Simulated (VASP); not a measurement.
# HgTe (F-43m) in VASP: notebook

The runs below take HgTe through single point, relaxation of cell and atoms, with PBE+D3(BJ).

Program: VASP 6.6.1. These are calculated values, not measurements. Logs are shortened: lines on timing, memory, paths and dates and some standing lists are left out, and cuts for length are marked.

## (1) The cell of the first run

It takes space group F-43m (No. 216, cubic). Conventional cell: a = 6.546 Å, b = 6.546 Å, c = 6.546 Å, α = 90.00°, β = 90.00°, γ = 90.00°. Within 3.7 Å of Hg (site symmetry -43m) lie 4 Te at 2.83 Å. Within 3.7 Å of Te (site symmetry -43m) lie 4 Hg at 2.83 Å.

## (2) Single point, PBE+D3(BJ)

The input, INCAR:

```
  PREC = Accurate
  ENCUT = 520
  EDIFF = 1E-6
  ISMEAR = 0
  SIGMA = 0.1
  LREAL = F
  LASPH = T
  NELM = 80
  ALGO = Normal
  ISIF = 2
  LWAVE = F
  LCHARG = F
  GGA = PE
  IVDW = 12
  NBANDS = 16
```

The input, KPOINTS:

```
Automatic mesh
0
Gamma
  12 12 12
```

The input, POSCAR:

```
HgTe
1.0
    0.0000000000      3.2727571890      3.2727571890
    3.2727571890      0.0000000000      3.2727571890
    3.2727571890      3.2727571890      0.0000000000
Hg Te
1 1
Direct
    0.0000000000      0.0000000000      0.0000000000
    0.2500000000      0.2500000000      0.2500000000
```

Potentials or basis: VASP PAW PBE potentials, release 64 (Hg, Te).

Run with:

```bash
cat potpaw_PBE.64/Hg/POTCAR potpaw_PBE.64/Te/POTCAR > POTCAR
mpirun -np 1 vasp_std > vasp.out
```

OUTCAR:

```text
PREC = Accurate
   ENCUT = 520
   EDIFF = 1E-6
   ISMEAR = 0
   LREAL = F
   LASPH = T
   NELM = 80
   ISIF = 2
   GGA = PE
   IVDW = 12
 IVDW          = 12

 ion  position               nearest neighbor table
   1  0.000  0.000  0.000-   2 2.83   2 2.83   2 2.83   2 2.83
   2  0.250  0.250  0.250-   1 2.83   1 2.83   1 2.83   1 2.83

  LATTYP: Found a face centered cubic cell.
 ALAT       =     6.5455143780

  Lattice vectors:

 A1 = (   0.0000000000,   3.2727571890,   3.2727571890)
 A2 = (   3.2727571890,   0.0000000000,   3.2727571890)
 A3 = (   3.2727571890,   3.2727571890,   0.0000000000)

Analysis of symmetry for initial positions (statically):
=====================================================================
 Subroutine PRICEL returns:
 Original cell was already a primitive cell.

 Routine SETGRP: Setting up the symmetry group for a
 face centered cubic supercell.

 Subroutine GETGRP returns: Found 24 space group operations
 (whereof 24 operations were pure point group operations)
 out of a pool of 48 trial point group operations.

The static configuration has the point symmetry T_d .

Analysis of symmetry for dynamics (positions and initial velocities):
=====================================================================
 Subroutine PRICEL returns:
 Original cell was already a primitive cell.

 Routine SETGRP: Setting up the symmetry group for a
 face centered cubic supercell.

 Subroutine GETGRP returns: Found 24 space group operations
 (whereof 24 operations were pure point group operations)
 out of a pool of 48 trial point group operations.

The dynamic configuration has the point symmetry T_d .

 Subroutine INISYM returns: Found 24 space group operations
 (whereof 24 operations are pure point group operations),
 and found     1 'primitive' translations

----------------------------------------------------------------------------------------

                                     Primitive cell

  volume of cell :      70.1086

  direct lattice vectors                    reciprocal lattice vectors
     0.000000000  3.272757189  3.272757189    -0.152776381  0.152776381  0.152776381
     3.272757189  0.000000000  3.272757189     0.152776381 -0.152776381  0.152776381
     3.272757189  3.272757189  0.000000000     0.152776381  0.152776381 -0.152776381

  length of vectors
     4.628377603  4.628377603  4.628377603     0.264616454  0.264616454  0.264616454

  position of ions in fractional coordinates (direct lattice)
[... 79 lines left out ...]
   EDIFF  = 0.1E-05   stopping-criterion for ELM
   LREAL  =      F    real-space projection
   EDIFFG = 0.1E-04   stopping-criterion for IOM
   NSW    =      0    number of steps for IOM
   IBRION =     -1    ionic relax: 0-MD 1-quasi-New 2-CG
   NFREE  =      0    steps in history (QN), initial steepest desc. (CG)
   ISIF   =      2    stress and relaxation
   ISYM   =      2    0-nonsym 1-usesym 2-fastsym
   POTIM  = 0.5000    time-step for ionic-motion
   TEBEG  =    0.0;   TEEND  =   0.0 temperature during run
   PSTRESS=    0.0 pullay stress
   NELECT =      18.0000    total number of electrons
   NUPDOWN=      -1.0000    fix difference up-down
   EMIN   =  10.00;   EMAX   =-10.00  energy-range for DOS
   EFERMI =   0.00;   METHOD = LEGACY
   ISMEAR =     0;   SIGMA  =   0.10  broadening in eV -4-tet -1-fermi 0-gaus
   EFERMI_NEDOS =   21; number of points for ismear=-14 and -15
   IALGO  =     38    algorithm
   IMIX   =      4    mixing-type and parameters
     AMIX     =   0.40;   BMIX     =  1.00
     AMIX_MAG =   1.60;   BMIX_MAG =  1.00
  volume/ion in A,a.u.               =      35.05       236.56
  Fermi-wavevector in a.u.,A,eV,Ry     =   1.040500  1.966259 14.730201  1.082639
  Thomas-Fermi vector in A             =   2.175078
   LORBIT       =      0    0 simple, 1 ext, 2 COOP (PROOUT), +10 PAW based schemes
   GGA     = PE    functional components
   LHFCALC =     F    Hartree Fock is set to
   AEXX    =    0.0000 exact exchange contribution
   IVDW    =    12    specifies the selected vdW correction
   LEPSILON=     F    determine dielectric tensor
   LRPA    =     F    only Hartree local field effects (RPA)
 non-spin polarized calculation
 Gauss-broadening in eV      SIGMA  =   0.10
  energy-cutoff  :      520.00
  volume of cell :       70.11
 maximum number of plane-waves:      1917
   NGX = 17   NGY = 17   NGZ = 17

 number of electron      18.0000002 magnetization

 Free energy of the ion-electron system (eV)
  ---------------------------------------------------
  ext. energy  EPLUGINS =         0.00000000
  ---------------------------------------------------
  free energy    TOTEN  =        -3.63117812 eV

  energy without entropy =       -3.63101915  energy(sigma->0) =       -3.63109864

 E-fermi :   2.7719     XC(G=0):  -8.5727

 val. band max:        2.7055891024   @ k =   0.0000   0.0000   0.0000
 cond. band min:       3.1063418212   @ k =   0.0833   0.0000   0.0000
 fundamental gap:      0.4007527188
 Fermi energy:         2.7719402244

 k-point     1 :       0.0000    0.0000    0.0000
  band No.  band energies     occupation
      1      -9.0181      2.00000
      2      -4.4346      2.00000
      3      -4.4346      2.00000
      4      -4.4346      2.00000
      5      -3.9491      2.00000
      6      -3.9491      2.00000
[... 433 lines left out ...]
      3      -4.2787      2.00000
      4      -3.9629      2.00000
      5      -3.9387      2.00000
      6      -3.6456      2.00000
[... 8 lines left out ...]
     15      12.0169      0.00000
     16      12.2672      0.00000

 [... further k-points ...]

------------------------ aborting loop because EDIFF is reached ----------------------------------------

 Edisp (eV)   -0.68941

 E8    (eV) :    -0.3122

  FORCE on cell =-STRESS in cart. coord.  units (eV):
  Direction    XX          YY          ZZ          XY          YZ          ZX
  --------------------------------------------------------------------------------------
  -------------------------------------------------------------------------------------
  Total       0.02419     0.02419     0.02419    -0.00000     0.00000    -0.00000
  in kB       0.55290     0.55290     0.55290    -0.00000     0.00000    -0.00000
  external pressure =        0.55 kB  Pullay stress =        0.00 kB

 VOLUME and BASIS-vectors are now :
 -----------------------------------------------------------------------------
  energy-cutoff  :      520.00
  volume of cell :       70.11
      direct lattice vectors                 reciprocal lattice vectors
     0.000000000  3.272757189  3.272757189    -0.152776381  0.152776381  0.152776381
     3.272757189  0.000000000  3.272757189     0.152776381 -0.152776381  0.152776381
     3.272757189  3.272757189  0.000000000     0.152776381  0.152776381 -0.152776381

 POSITION                                       TOTAL-FORCE (eV/Angst)
 -----------------------------------------------------------------------------------
      0.00000      0.00000      0.00000         0.000000      0.000000      0.000000
      1.63638      1.63638      1.63638        -0.000000     -0.000000     -0.000000
 -----------------------------------------------------------------------------------
    total drift:                               -0.000000     -0.000000     -0.000000

  FREE ENERGIE OF THE ION-ELECTRON SYSTEM (eV)
  ---------------------------------------------------
  free  energy   TOTEN  =        -4.3205860164 eV

  energy  without entropy=       -4.3204270538  energy(sigma->0) =       -4.32050654
```

OSZICAR:

```text
N       E                     dE             d eps       ncg     rms          rms(c)
DAV:   1     0.106220507385E+03    0.10622E+03   -0.79711E+03  2304   0.967E+02
DAV:   2    -0.126299837948E-01   -0.10623E+03   -0.99235E+02  2608   0.228E+02
DAV:   3    -0.380126941156E+01   -0.37886E+01   -0.37780E+01  2928   0.448E+01
DAV:   4    -0.383754412538E+01   -0.36275E-01   -0.36272E-01  3368   0.391E+00
DAV:   5    -0.383768628824E+01   -0.14216E-03   -0.14216E-03  3056   0.211E-01    0.706E+00
DAV:   6    -0.363839506366E+01    0.19929E+00   -0.39200E-01  2640   0.827E+00    0.565E+00
DAV:   7    -0.363173537479E+01    0.66597E-02   -0.93255E-02  2712   0.206E+00    0.214E+00
DAV:   8    -0.363111611794E+01    0.61926E-03   -0.96148E-03  2616   0.111E+00    0.503E-01
DAV:   9    -0.363113607905E+01   -0.19961E-04   -0.71812E-04  2960   0.305E-01    0.110E-01
DAV:  10    -0.363116503941E+01   -0.28960E-04   -0.86485E-05  2832   0.814E-02    0.481E-02
DAV:  11    -0.363117964000E+01   -0.14601E-04   -0.30707E-05  2800   0.400E-02    0.298E-02
DAV:  12    -0.363117819363E+01    0.14464E-05   -0.35317E-06  2648   0.141E-02    0.170E-02
DAV:  13    -0.363117811676E+01    0.76868E-07   -0.40550E-07  1792   0.328E-03
   1 F= -.43205860E+01 E0= -.43205065E+01  d E =-.158963E-03
```

stdout:

```text
POSCAR found type information on POSCAR HgTe
 POSCAR found :  2 types and       2 ions
 scaLAPACK will be used
 LDA part: xc-table for (Slater+PW92), standard interpolation
 POSCAR, INCAR and KPOINTS ok, starting setup
 FFT: planning ... GRIDC
 FFT: planning ... GRID_SOFT
 FFT: planning ... GRID
 WAVECAR not read
 entering main loop
```

It took 62 s on 1 thread of Intel Xeon Platinum 8259CL at 2.50GHz (Skylake/Cascade Lake), shared host; peak memory 0.26 GiB.

Results:

```yaml
Free_energy: -4.3206 eV
Pressure: 0.1 GPa
Band_gap_on_the_k_mesh: zero (filled and empty bands touch)
Dispersion_energy_per_atom: -0.345 eV
```

Caveat: spin-orbit coupling is left out, which moves the levels of the heavy elements; pairwise dispersion overbinds metals, which lowers pressure and volume.

## (3) Relaxation of cell and atoms, PBE+D3(BJ)

This run uses another cell than the first one, of 36.81 Å³/atom, 1.050 times its volume.

The input, INCAR:

```
PREC = Accurate
ENCUT = 600
EDIFF = 1E-6
ISMEAR = 0
SIGMA = 0.1
LREAL = False
LASPH = True
NELM = 100
ALGO = Normal
ISIF = 3
LWAVE = False
LCHARG = False
GGA = PE
IVDW = 12
IBRION = 2
NSW = 70
EDIFFG = -0.005
```

KPOINTS is that of step 2.

The input, POSCAR:

```
HgTe
1.0
    0.0000000000      3.3264077980      3.3264077980
    3.3264077980      0.0000000000      3.3264077980
    3.3264077980      3.3264077980      0.0000000000
Hg Te
1 1
Direct
    0.0000000000      0.0000000000      0.0000000000
    0.2500000000      0.2500000000      0.2500000000
```

Potentials or basis: VASP PAW PBE potentials, release 64 (Hg, Te).

Run with:

```bash
cat potpaw_PBE.64/Hg/POTCAR potpaw_PBE.64/Te/POTCAR > POTCAR
mpirun -np 1 vasp_std > vasp.out
```

OUTCAR:

```text
PREC = Accurate
   ENCUT = 600
   EDIFF = 1E-6
   ISMEAR = 0
   LREAL = False
   LASPH = True
   NELM = 100
   ISIF = 3
   GGA = PE
   IVDW = 12
   IBRION = 2
   NSW = 70
   EDIFFG = -0.005
 IVDW          = 12

 ion  position               nearest neighbor table
   1  0.000  0.000  0.000-   2 2.88   2 2.88   2 2.88   2 2.88
   2  0.250  0.250  0.250-   1 2.88   1 2.88   1 2.88   1 2.88

  LATTYP: Found a face centered cubic cell.
 ALAT       =     6.6528155960

  Lattice vectors:

 A1 = (   0.0000000000,   3.3264077980,   3.3264077980)
 A2 = (   3.3264077980,   0.0000000000,   3.3264077980)
 A3 = (   3.3264077980,   3.3264077980,   0.0000000000)

Analysis of symmetry for initial positions (statically):
=====================================================================
 Subroutine PRICEL returns:
 Original cell was already a primitive cell.

 Routine SETGRP: Setting up the symmetry group for a
 face centered cubic supercell.

 Subroutine GETGRP returns: Found 24 space group operations
 (whereof 24 operations were pure point group operations)
 out of a pool of 48 trial point group operations.

The static configuration has the point symmetry T_d .

Analysis of symmetry for dynamics (positions and initial velocities):
=====================================================================
 Subroutine PRICEL returns:
 Original cell was already a primitive cell.

 Routine SETGRP: Setting up the symmetry group for a
 face centered cubic supercell.

 Subroutine GETGRP returns: Found 24 space group operations
 (whereof 24 operations were pure point group operations)
 out of a pool of 48 trial point group operations.

The dynamic configuration has the point symmetry T_d .

 Subroutine INISYM returns: Found 24 space group operations
 (whereof 24 operations are pure point group operations),
 and found     1 'primitive' translations

----------------------------------------------------------------------------------------

                                     Primitive cell

  volume of cell :      73.6133

[... 117 lines left out ...]
   LEPSILON=     F    determine dielectric tensor
   LRPA    =     F    only Hartree local field effects (RPA)
 conjugate gradient relaxation of ions
 non-spin polarized calculation
 Gauss-broadening in eV      SIGMA  =   0.10
  energy-cutoff  :      600.00
  volume of cell :       73.61
 maximum number of plane-waves:      2481
 NGX is ok and might be reduce to    40
   NGX = 19   NGY = 19   NGZ = 19

--------------------------------------- Ionic step        1  -------------------------------------------

 number of electron      18.0000002 magnetization

 Free energy of the ion-electron system (eV)
  ---------------------------------------------------
  ext. energy  EPLUGINS =         0.00000000
  ---------------------------------------------------
  free energy    TOTEN  =        -3.65195646 eV

  energy without entropy =       -3.65179193  energy(sigma->0) =       -3.65187419

------------------------ aborting loop because EDIFF is reached ----------------------------------------

 Edisp (eV)   -0.65085

 E8    (eV) :    -0.2938
[... 105 lines left out ...]
  FREE ENERGIE OF THE ION-ELECTRON SYSTEM (eV)
  ---------------------------------------------------
  free  energy   TOTEN  =        -4.3208770512 eV

  energy  without entropy=       -4.3207178262  energy(sigma->0) =       -4.32079744

[... ionic steps 4 to 12 ...]

--------------------------------------- Ionic step       13  -------------------------------------------

 number of electron      17.9999998 magnetization

------------------------ aborting loop because EDIFF is reached ----------------------------------------
[... 75 lines left out ...]
--------------------------------------- Ionic step       15  -------------------------------------------

 number of electron      17.9999998 magnetization

 Free energy of the ion-electron system (eV)
  ---------------------------------------------------
  ext. energy  EPLUGINS =         0.00000000
  ---------------------------------------------------
  free energy    TOTEN  =        -3.63332420 eV

  energy without entropy =       -3.63316497  energy(sigma->0) =       -3.63324458

 E-fermi :   2.7490     XC(G=0):  -8.5619

 val. band max:        2.6823785721   @ k =   0.0000   0.0000   0.0000
 cond. band min:       3.0807589153   @ k =   0.0833   0.0000   0.0000
 fundamental gap:      0.3983803432
 Fermi energy:         2.7489837781

 k-point     1 :       0.0000    0.0000    0.0000
  band No.  band energies     occupation
      1      -9.0257      2.00000
      2      -4.4451      2.00000
      3      -4.4451      2.00000
      4      -4.4451      2.00000
      5      -3.9622      2.00000
      6      -3.9622      2.00000
      7       1.8623      2.00000
      8       2.6824      1.65378
      9       2.6824      1.65378
     10       2.6824      1.65378
     11       6.9833      0.00000
     12       6.9833      0.00000
     13       6.9833      0.00000
[... 354 lines left out ...]
  band No.  band energies     occupation
      1      -8.4502      2.00000
      2      -4.3097      2.00000
      3      -4.2901      2.00000
      4      -3.9759      2.00000
      5      -3.9519      2.00000
      6      -3.6600      2.00000
      7      -2.4308      2.00000
      8       0.6785      2.00000
      9       1.5475      2.00000
     10       4.4539      0.00000
     11       7.3093      0.00000
     12       8.2932      0.00000
     13       9.3231      0.00000

 [... further k-points ...]

------------------------ aborting loop because EDIFF is reached ----------------------------------------

 Edisp (eV)   -0.68755

 E8    (eV) :    -0.3113
[... 25 lines left out ...]
  FREE ENERGIE OF THE ION-ELECTRON SYSTEM (eV)
  ---------------------------------------------------
  free  energy   TOTEN  =        -4.3208766422 eV

  energy  without entropy=       -4.3207174058  energy(sigma->0) =       -4.32079702

 reached required accuracy - stopping structural energy minimisation
```

CONTCAR:

```text
HgTe
   1.00000000000000
     0.0000000000000000    3.2752624976805724    3.2752624976805724
     3.2752624976805724    0.0000000000000001    3.2752624976805724
     3.2752624976805724    3.2752624976805724   -0.0000000000000000
  Hg              Te
     1     1
Direct
     0.0000000000000000    0.0000000000000000    0.0000000000000000
     0.2500000000000000    0.2500000000000000    0.2500000000000000

  0.00000000E+00  0.00000000E+00  0.00000000E+00
  0.00000000E+00  0.00000000E+00  0.00000000E+00
```

It took 10 min on 1 thread of AMD EPYC 7R13, shared host; peak memory 0.29 GiB.

What came out:

| Quantity | Value |
| --- | --- |
| Free energy | -4.3209 eV |
| Relaxed volume | 35.13 Å³/atom |
| Relaxed cell | a = 4.632 Å, b = 4.632 Å, c = 4.632 Å, α = 60.00°, β = 60.00°, γ = 60.00° |
| Space group after relaxing (to 0.05 Å) | F-43m (No. 216) |
| Energy gained by relaxing | 9.0 meV/atom |
| Ionic steps | 15 |
| Pressure after relaxing | 0.0 GPa |
| Band gap on the k mesh | zero (filled and empty bands touch) |
| Dispersion energy per atom | -0.344 eV |

The path:
| step | energy change (eV) | largest force (eV/Å) | pressure (GPa) | volume (Å³) |
| --- | --- | --- | --- | --- |
| 1 | 0.0000 | 0.0000 | -1.64 | 73.61 |
| 2 | -0.0174 | 0.0000 | 0.35 | 69.67 |
| 3 | -0.0181 | 0.0000 | 0.07 | 70.26 |
| 4 | -0.0180 | 0.0000 | -0.05 | 70.38 |
| 5 | -0.0180 | 0.0000 | -0.07 | 70.38 |
| 6 | -0.0180 | 0.0000 | -0.06 | 70.37 |
| 7 | -0.0180 | 0.0000 | -0.06 | 70.37 |
| 8 | -0.0180 | 0.0000 | -0.06 | 70.37 |
| 9 | -0.0180 | 0.0000 | -0.06 | 70.37 |
| 10 | -0.0180 | 0.0000 | -0.06 | 70.37 |
| 11 | -0.0180 | 0.0000 | -0.06 | 70.36 |
| 12 | -0.0181 | 0.0000 | -0.05 | 70.36 |
| 13 | -0.0181 | 0.0000 | -0.05 | 70.35 |
| 14 | -0.0181 | 0.0000 | -0.04 | 70.32 |
| 15 | -0.0181 | 0.0000 | -0.02 | 70.27 |

Final structure:
```
Hg Te
1.0
     0.00000    3.27526    3.27526
     3.27526    0.00000    3.27526
     3.27526    3.27526    0.00000
Hg Te
1 1
Direct
  0.00000 0.00000 0.00000
  0.25000 0.25000 0.25000
```

Caveat: spin-orbit coupling is left out, which moves the levels of the heavy elements; pairwise dispersion overbinds metals, which lowers pressure and volume.
